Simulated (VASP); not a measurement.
# Pt (Im-3m) in VASP: a series of runs, part 2 of 2

VASP 6.6.1.

### 4 Single point, PBE

File INCAR:

```
ALGO = Normal
EDIFF = 1E-6
ENCUT = 500
GGA = PE
GGA_COMPAT = F
ISIF = 2
ISMEAR = 0
LASPH = T
LCHARG = F
LREAL = F
LWAVE = F
NBANDS = 11
NELM = 120
PREC = Accurate
SIGMA = 0.023
```

File KPOINTS:

```
k-points
0
Gamma
  12 12 12
```

File POSCAR:

```
Pt
1.0
   -1.5842200000      1.5842200000      1.5842200000
    1.5842200000     -1.5842200000      1.5842200000
    1.5842200000      1.5842200000     -1.5842200000
Pt
1
Direct
    0.0000000000      0.0000000000      0.0000000000
```

Potentials or basis: VASP PAW PBE potentials, release 64 (Pt).

Command:

```console
$ cat potpaw_PBE.64/Pt/POTCAR > POTCAR
$ mpirun -np 1 vasp_std > vasp.out
```

OUTCAR:

```text
EDIFF = 1E-6
   ENCUT = 500
   GGA = PE
   ISIF = 2
   ISMEAR = 0
   LASPH = T
   LREAL = F
   NELM = 120
   PREC = Accurate

 ion  position               nearest neighbor table
   1  0.000  0.000  0.000-

  LATTYP: Found a body centered cubic cell.
 ALAT       =     3.1684400000

  Lattice vectors:

 A1 = (  -1.5842200000,   1.5842200000,   1.5842200000)
 A2 = (   1.5842200000,  -1.5842200000,   1.5842200000)
 A3 = (   1.5842200000,   1.5842200000,  -1.5842200000)

Analysis of symmetry for initial positions (statically):
=====================================================================
 Subroutine PRICEL returns:
 Original cell was already a primitive cell.

 Routine SETGRP: Setting up the symmetry group for a
 body centered cubic supercell.

 Subroutine GETGRP returns: Found 48 space group operations
[... 9 lines left out ...]

 Routine SETGRP: Setting up the symmetry group for a
 body centered cubic supercell.

 Subroutine GETGRP returns: Found 48 space group operations
[... 11 lines left out ...]
                                     Primitive cell

  volume of cell :      15.9040

  direct lattice vectors                    reciprocal lattice vectors
    -1.584220000  1.584220000  1.584220000     0.000000000  0.315612731  0.315612731
     1.584220000 -1.584220000  1.584220000     0.315612731  0.000000000  0.315612731
     1.584220000  1.584220000 -1.584220000     0.315612731  0.315612731  0.000000000

  length of vectors
     2.743949530  2.743949530  2.743949530     0.446343804  0.446343804  0.446343804

  position of ions in fractional coordinates (direct lattice)
     0.000000000  0.000000000  0.000000000

  ion indices of the primitive-cell ions
   primitive index   ion index
                 1           1

----------------------------------------------------------------------------------------

 KPOINTS: k-points
[... 84 lines left out ...]
   EFERMI_NEDOS =   21; number of points for ismear=-14 and -15
   IALGO  =     38    algorithm
   IMIX   =      4    mixing-type and parameters
     AMIX     =   0.40;   BMIX     =  1.00
     AMIX_MAG =   1.60;   BMIX_MAG =  1.00
  volume/ion in A,a.u.               =      15.90       107.33
  Fermi-wavevector in a.u.,A,eV,Ry     =   1.402510  2.650360 26.763132  1.967035
  Thomas-Fermi vector in A             =   2.525265
   LORBIT       =      0    0 simple, 1 ext, 2 COOP (PROOUT), +10 PAW based schemes
   GGA     = PE    functional components
   LHFCALC =     F    Hartree Fock is set to
   AEXX    =    0.0000 exact exchange contribution
   IVDW    =     0    specifies the selected vdW correction
   LEPSILON=     F    determine dielectric tensor
   LRPA    =     F    only Hartree local field effects (RPA)
 non-spin polarized calculation
 Gauss-broadening in eV      SIGMA  =   0.02
  energy-cutoff  :      500.00
  volume of cell :       15.90
 maximum number of plane-waves:       420
   NGX =  9   NGY =  9   NGZ =  9

 number of electron      10.0000000 magnetization

 Free energy of the ion-electron system (eV)
  ---------------------------------------------------
  ext. energy  EPLUGINS =         0.00000000
  ---------------------------------------------------
  free energy    TOTEN  =        -6.01648481 eV

  energy without entropy =       -6.01636131  energy(sigma->0) =       -6.01642306

 E-fermi :   9.9625     XC(G=0): -13.1651

 val. band max:        9.9599346555   @ k =   0.5000   0.5000   0.4167
 cond. band min:      10.0460145292   @ k =  -0.4167  -0.4167   0.1667
 fundamental gap:      0.0860798737
 Fermi energy:         9.9624788354

 k-point     1 :       0.0000    0.0000    0.0000
  band No.  band energies     occupation
      1       0.6544      2.00000
      2       6.6379      2.00000
      3       6.6379      2.00000
      4       6.6379      2.00000
      5       9.0951      2.00000
      6       9.0951      2.00000
      7      27.1840      0.00000
      8      27.1840      0.00000
      9      27.1840      0.00000
     10      37.1363      0.00000
     11      37.1388      0.00000
[... 309 lines left out ...]
 k-point    24 :       0.4167    0.0833    0.0833
  band No.  band energies     occupation
      1       4.0543      2.00000
      2       5.2339      2.00000
      3       8.5067      2.00000
      4       9.0487      2.00000
      5       9.4263      2.00000
      6      13.4419      0.00000
      7      15.9732      0.00000
      8      23.2321      0.00000
      9      23.9558      0.00000
     10      34.0662      0.00000
     11      34.6444      0.00000

 [... further k-points ...]
[... 5 lines left out ...]
  --------------------------------------------------------------------------------------
  -------------------------------------------------------------------------------------
  Total       -0.1850038     -0.1850038     -0.1850038      0.0000000     -0.0000000      0.0000000
  in kB      -18.6373778    -18.6373778    -18.6373778      0.0000000     -0.0000000      0.0000000
  external PRESSURE =     -18.6373778 kB  Pullay stress =       0.0000000 kB

 VOLUME and BASIS-vectors are now :
 -----------------------------------------------------------------------------
  energy-cutoff  :      500.00
  volume of cell :       15.90
      direct lattice vectors                 reciprocal lattice vectors
    -1.584220000  1.584220000  1.584220000     0.000000000  0.315612731  0.315612731
     1.584220000 -1.584220000  1.584220000     0.315612731  0.000000000  0.315612731
     1.584220000  1.584220000 -1.584220000     0.315612731  0.315612731  0.000000000

 POSITION                                       TOTAL-FORCE (eV/Angst)
 -----------------------------------------------------------------------------------
      0.00000      0.00000      0.00000         0.000000     -0.000000     -0.000000
 -----------------------------------------------------------------------------------
    total drift:                               -0.000000     -0.000000      0.000000

  FREE ENERGIE OF THE ION-ELECTRON SYSTEM (eV)
  ---------------------------------------------------
  free  energy   TOTEN  =        -6.0164848137 eV

  energy  without entropy=       -6.0163613102  energy(sigma->0) =       -6.01642306
```

OSZICAR:

```text
N       E                     dE             d eps       ncg     rms          rms(c)
DAV:   1     0.375354717905E+02    0.37535E+02   -0.51730E+03  1632   0.810E+02
DAV:   2    -0.581721270323E+01   -0.43353E+02   -0.41107E+02  1799   0.171E+02
DAV:   3    -0.637559664584E+01   -0.55838E+00   -0.55788E+00  1861   0.186E+01
DAV:   4    -0.637763557865E+01   -0.20389E-02   -0.20388E-02  1830   0.131E+00
DAV:   5    -0.637765224948E+01   -0.16671E-04   -0.16670E-04  1874   0.110E-01    0.107E+01
DAV:   6    -0.604995515844E+01    0.32770E+00   -0.78229E-01  1704   0.687E+00    0.565E+00
DAV:   7    -0.601927102488E+01    0.30684E-01   -0.11027E-01  1833   0.254E+00    0.235E+00
DAV:   8    -0.601658997893E+01    0.26810E-02   -0.29838E-03  1735   0.467E-01    0.435E-01
DAV:   9    -0.601648131405E+01    0.10866E-03   -0.31265E-05  1844   0.480E-02    0.330E-02
DAV:  10    -0.601648482454E+01   -0.35105E-05   -0.12360E-06  1809   0.111E-02    0.158E-03
DAV:  11    -0.601648481369E+01    0.10850E-07   -0.35749E-08  1035   0.150E-03
   1 F= -.60164848E+01 E0= -.60164231E+01  d E =-.123504E-03
```

Wall time 18 s (1 thread of AMD EPYC 7R13, shared host); peak memory 0.1 GiB.

Results:

| Property | Result |
| --- | --- |
| Free energy | -6.0165 eV |
| Pressure | -1.9 GPa |
| Band gap on the k mesh | zero (band 5 reaches 11.08 eV, above the bottom of band 6 at 8.94 eV) |

Caveat: spin-orbit coupling is left out, which moves the levels of the heavy elements.

### 5 Single point, PBE

File INCAR:

```
  ALGO = Normal
  EDIFF = 1E-6
  ENCUT = 500
  GGA = PE
  GGA_COMPAT = False
  ISIF = 2
  ISMEAR = 0
  LASPH = True
  LCHARG = False
  LREAL = False
  LWAVE = False
  NBANDS = 11
  NELM = 120
  PREC = Accurate
  SIGMA = 0.024
```

KPOINTS is that of step 4.

POSCAR is that of step 4.

Command:

```console
$ cat potpaw_PBE.64/Pt/POTCAR > POTCAR
$ mpirun -np 1 vasp_std > vasp.out
```

Wall time 18 s (1 thread of AMD EPYC 7R13, shared host); peak memory 0.1 GiB.

Results (log left out):

| Property | Result |
| --- | --- |
| Free energy | -6.0165 eV |
| Pressure | -1.9 GPa |
| Band gap on the k mesh | zero (band 5 reaches 11.08 eV, above the bottom of band 6 at 8.94 eV) |

Levels at points of the mesh, in eV from the Fermi level:
```
           k point  band 1  band 2  band 3  band 4  band 5  band 6  band 7  band 8  band 9  band 10
(0.00, 0.00, 0.00)   -9.31   -3.33   -3.33   -3.33   -0.87   -0.87   17.22   17.22   17.22    27.17
(0.50, 0.00, 0.00)   -6.38   -4.73   -1.05   -0.55    0.41    1.15    6.36   13.39   15.92    24.11
(0.50, 0.50, 0.50)   -5.89   -5.89    0.63    0.63    0.63    7.77    7.77    7.77   12.81    19.04
```

Caveat: spin-orbit coupling is left out, which moves the levels of the heavy elements.

### 6 Single point, PBE

File INCAR:

```
SYSTEM = Pt
  PREC = Accurate
  ENCUT = 500
  EDIFF = 1E-6
  ISMEAR = 0
  SIGMA = 0.025
  LREAL = .False.
  LASPH = .True.
  NELM = 120
  ALGO = Normal
  ISIF = 2
  LWAVE = .False.
  LCHARG = .False.
  GGA = PE
  NBANDS = 11
  GGA_COMPAT = .False.
```

File KPOINTS:

```
Automatic mesh
0
Gamma
  12 12 12
  0 0 0
```

POSCAR is that of step 5.

Potentials or basis: VASP PAW PBE potentials, release 64 (Pt).

Command:

```console
$ cat potpaw_PBE.64/Pt/POTCAR > POTCAR
$ mpirun -np 1 vasp_std > vasp.out
```

Wall time 16 s (1 thread of AMD EPYC 7R13, shared host); peak memory 0.1 GiB.

Results (log left out):

- Free energy: -6.0165 eV
- Pressure: -1.9 GPa
- Band gap on the k mesh: zero (band 5 reaches 11.08 eV, above the bottom of band 6 at 8.94 eV)

Levels at points of the mesh, in eV from the Fermi level:
```
           k point  band 1  band 2  band 3  band 4  band 5  band 6  band 7  band 8  band 9  band 10
(0.00, 0.00, 0.00)   -9.31   -3.33   -3.33   -3.33   -0.87   -0.87   17.22   17.22   17.22    27.17
(0.50, 0.00, 0.00)   -6.38   -4.73   -1.05   -0.55    0.41    1.15    6.36   13.39   15.92    24.11
(0.50, 0.50, 0.50)   -5.89   -5.89    0.63    0.63    0.63    7.77    7.77    7.77   12.81    19.04
```

Caveat: spin-orbit coupling is left out, which moves the levels of the heavy elements.

### 7 The runs side by side

```csv
smearing,gap on the mesh (eV),pressure (GPa)
gaussian 0.026 eV,none,-1.9
gaussian 0.019 eV,none,-1.9
gaussian 0.023 eV,none,-1.9
gaussian 0.024 eV,none,-1.9
gaussian 0.025 eV,none,-1.9
```

Alike in all rows: task single point; level PBE; potentials or basis VASP PAW PBE potentials, release 64 (Pt); no spin polarisation; cell as given; k mesh 12 × 12 × 12; cutoff (eV) 500.

Every run on the cell as given and a fine mesh finds a metal.

Caveats: spin-orbit coupling is left out, which moves the levels of the heavy elements.

Absolute energies hang on the potentials; compare differences alone.
